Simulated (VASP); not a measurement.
# Mn (Pm-3m) in VASP: single point with PBE

Aim: the single point of Mn with PBE.

Everything below comes from runs of VASP 6.6.1. Logs are shortened: lines on timing, memory, paths and dates and some standing lists are left out, and cuts for length are marked.

**1. The cell of the first run**

The structure is cubic, space group Pm-3m (No. 221). Conventional cell: a = 2.285 Å, b = 2.285 Å, c = 2.285 Å, α = 90.00°, β = 90.00°, γ = 90.00°. Within 3.0 Å of Mn (site symmetry m-3m) lie 6 Mn at 2.29 Å.

**2. Single point, PBE**

INCAR

```
SYSTEM = Mn
  ALGO = Normal
  EDIFF = 1E-7
  ENCUT = 520
  GGA = PE
  ISIF = 2
  ISMEAR = -1
  LASPH = .TRUE.
  LCHARG = .TRUE.
  LELF = .TRUE.
  LREAL = .FALSE.
  LVHAR = .TRUE.
  LWAVE = .FALSE.
  NBANDS = 12
  NELM = 60
  PREC = Accurate
  SIGMA = 0.13605693000000002
```

KPOINTS

```
k-points
0
G
  14 14 14
  0 0 0
```

POSCAR

```
Mn
1.0
    2.2854149534      0.0000000000      0.0000000000
    0.0000000000      2.2854149534      0.0000000000
    0.0000000000      0.0000000000      2.2854149534
Mn
1
Direct
    0.0000000000      0.0000000000      0.0000000000
```

Potentials or basis: VASP PAW PBE potentials, release 64 (Mn_pv).

Command:

```
cat potpaw_PBE.64/Mn_pv/POTCAR > POTCAR
mpirun -np 1 vasp_std > vasp.out
```

OUTCAR:

```text
SYSTEM = Mn
   EDIFF = 1E-7
   ENCUT = 520
   GGA = PE
   ISIF = 2
   ISMEAR = -1
   LASPH = .TRUE.
   LREAL = .FALSE.
   NELM = 60
   PREC = Accurate

 ion  position               nearest neighbor table
   1  0.000  0.000  0.000-

  LATTYP: Found a simple cubic cell.
 ALAT       =     2.2854149534

  Lattice vectors:

 A1 = (   2.2854149534,   0.0000000000,   0.0000000000)
 A2 = (   0.0000000000,   2.2854149534,   0.0000000000)
 A3 = (   0.0000000000,   0.0000000000,   2.2854149534)

Analysis of symmetry for initial positions (statically):
=====================================================================
 Subroutine PRICEL returns:
 Original cell was already a primitive cell.

 Routine SETGRP: Setting up the symmetry group for a
 simple cubic supercell.

 Subroutine GETGRP returns: Found 48 space group operations
 (whereof 48 operations were pure point group operations)
 out of a pool of 48 trial point group operations.

The static configuration has the point symmetry O_h .

Analysis of symmetry for dynamics (positions and initial velocities):
=====================================================================
 Subroutine PRICEL returns:
 Original cell was already a primitive cell.

 Routine SETGRP: Setting up the symmetry group for a
 simple cubic supercell.

 Subroutine GETGRP returns: Found 48 space group operations
 (whereof 48 operations were pure point group operations)
 out of a pool of 48 trial point group operations.

The dynamic configuration has the point symmetry O_h .

 Subroutine INISYM returns: Found 48 space group operations
 (whereof 48 operations are pure point group operations),
 and found     1 'primitive' translations

----------------------------------------------------------------------------------------

                                     Primitive cell

  volume of cell :      11.9370

  direct lattice vectors                    reciprocal lattice vectors
     2.285414953  0.000000000  0.000000000     0.437557302  0.000000000  0.000000000
     0.000000000  2.285414953  0.000000000     0.000000000  0.437557302  0.000000000
     0.000000000  0.000000000  2.285414953     0.000000000  0.000000000  0.437557302

  length of vectors
     2.285414953  2.285414953  2.285414953     0.437557302  0.437557302  0.437557302

  position of ions in fractional coordinates (direct lattice)
     0.000000000  0.000000000  0.000000000

  ion indices of the primitive-cell ions
   primitive index   ion index
                 1           1
[... 73 lines left out ...]
   LREAL  =      F    real-space projection
   EDIFFG = 0.1E-05   stopping-criterion for IOM
   NSW    =      0    number of steps for IOM
   IBRION =     -1    ionic relax: 0-MD 1-quasi-New 2-CG
   NFREE  =      0    steps in history (QN), initial steepest desc. (CG)
   ISIF   =      2    stress and relaxation
   ISYM   =      2    0-nonsym 1-usesym 2-fastsym
   POTIM  = 0.5000    time-step for ionic-motion
   TEBEG  =    0.0;   TEEND  =   0.0 temperature during run
   PSTRESS=    0.0 pullay stress
   NELECT =      13.0000    total number of electrons
   NUPDOWN=      -1.0000    fix difference up-down
   EMIN   =  10.00;   EMAX   =-10.00  energy-range for DOS
   EFERMI =   0.00;   METHOD = LEGACY
   ISMEAR =    -1;   SIGMA  =   0.14  broadening in eV -4-tet -1-fermi 0-gaus
   EFERMI_NEDOS =   21; number of points for ismear=-14 and -15
   IALGO  =     38    algorithm
   IMIX   =      4    mixing-type and parameters
     AMIX     =   0.40;   BMIX     =  1.00
     AMIX_MAG =   1.60;   BMIX_MAG =  1.00
  volume/ion in A,a.u.               =      11.94        80.55
  Fermi-wavevector in a.u.,A,eV,Ry     =   1.684318  3.182900 38.598759  2.836929
  Thomas-Fermi vector in A             =   2.767362
   LORBIT       =      0    0 simple, 1 ext, 2 COOP (PROOUT), +10 PAW based schemes
   GGA     = PE    functional components
   LHFCALC =     F    Hartree Fock is set to
   AEXX    =    0.0000 exact exchange contribution
   IVDW    =     0    specifies the selected vdW correction
   LEPSILON=     F    determine dielectric tensor
   LRPA    =     F    only Hartree local field effects (RPA)
 non-spin polarized calculation
  energy-cutoff  :      520.00
  volume of cell :       11.94
 maximum number of plane-waves:       341
 NGX is ok and might be reduce to    18
   NGX =  9   NGY =  9   NGZ =  9

 number of electron      13.0000021 magnetization

 Free energy of the ion-electron system (eV)
  ---------------------------------------------------
  ext. energy  EPLUGINS =         0.00000000
  ---------------------------------------------------
  free energy    TOTEN  =        -8.11475916 eV

  energy without entropy =       -8.00641696  energy(sigma->0) =       -8.06058806

 E-fermi :   9.4226     XC(G=0): -13.2703

 val. band max:        9.4215542567   @ k =   0.2857   0.1429   0.1429
 cond. band min:       9.4242457669   @ k =   0.5000   0.4286   0.0714
 fundamental gap:      0.0026915102
 Fermi energy:         9.4226093624

 k-point     1 :       0.0000    0.0000    0.0000
  band No.  band energies     occupation
      1     -38.2929      2.00000
      2     -38.2929      2.00000
      3     -38.2929      2.00000
      4       1.4432      2.00000
      5       5.7722      2.00000
      6       5.7722      2.00000
      7      11.0756      0.00001
      8      11.0756      0.00001
      9      11.0756      0.00001
     10      29.7574      0.00000
     11      29.7574      0.00000
     12      29.7574      0.00000
[... 331 lines left out ...]
 k-point    24 :       0.3571    0.2143    0.0000
  band No.  band energies     occupation
      1     -38.9540      2.00000
      2     -38.5581      2.00000
      3     -38.2028      2.00000
      4       5.3718      2.00000
      5       6.7000      2.00000
      6       8.0270      1.99993
      7       9.7069      0.22023
      8      10.3409      0.00234
      9      10.5382      0.00055
     10      18.7414      0.00000
     11      26.3319      0.00000
     12      33.4961      0.00000

 [... further k-points ...]
[... 5 lines left out ...]
  --------------------------------------------------------------------------------------
  -------------------------------------------------------------------------------------
  Total        0.0304233      0.0304233      0.0304233      0.0000000      0.0000000      0.0000000
  in kB        4.0834011      4.0834011      4.0834011      0.0000000      0.0000000      0.0000000
  external PRESSURE =       4.0834011 kB  Pullay stress =       0.0000000 kB

 VOLUME and BASIS-vectors are now :
 -----------------------------------------------------------------------------
  energy-cutoff  :      520.00
  volume of cell :       11.94
      direct lattice vectors                 reciprocal lattice vectors
     2.285414953  0.000000000  0.000000000     0.437557302  0.000000000  0.000000000
     0.000000000  2.285414953  0.000000000     0.000000000  0.437557302  0.000000000
     0.000000000  0.000000000  2.285414953     0.000000000  0.000000000  0.437557302

 POSITION                                       TOTAL-FORCE (eV/Angst)
 -----------------------------------------------------------------------------------
      0.00000      0.00000      0.00000         0.000000      0.000000      0.000000
 -----------------------------------------------------------------------------------
    total drift:                                0.000000      0.000000     -0.000000

  FREE ENERGIE OF THE ION-ELECTRON SYSTEM (eV)
  ---------------------------------------------------
  free  energy   TOTEN  =        -8.1147591575 eV

  energy  without entropy=       -8.0064169587  energy(sigma->0) =       -8.06058806
```

It took 28 s on 1 thread of AMD EPYC 7R43 (Zen 3), shared host; peak memory 0.09 GiB.

Results:

- Free energy: -8.1148 eV
- Pressure: 0.4 GPa

Levels at points of the mesh, in eV from the Fermi level:
```csv
k point,band 2,band 3,band 4,band 5,band 6,band 7,band 8,band 9,band 10,band 11
"(0.00, 0.00, 0.00)",-47.72,-47.72,-7.98,-3.65,-3.65,1.65,1.65,1.65,20.33,20.33
"(0.50, 0.00, 0.00)",-47.64,-47.64,-3.61,-2.93,-1.04,-0.15,-0.15,1.81,6.60,22.42
"(0.50, 0.50, 0.00)",-48.46,-47.57,-4.89,-2.25,0.23,0.23,2.86,6.05,6.05,12.70
"(0.50, 0.50, 0.50)",-48.35,-48.35,-3.36,-3.36,-3.36,2.96,2.96,11.96,14.06,14.06
```

Caveat: the run has no spin polarisation, though such a crystal can be magnetic. Spin polarisation is off, so any magnetic state and its effect on volume and gap are missing.
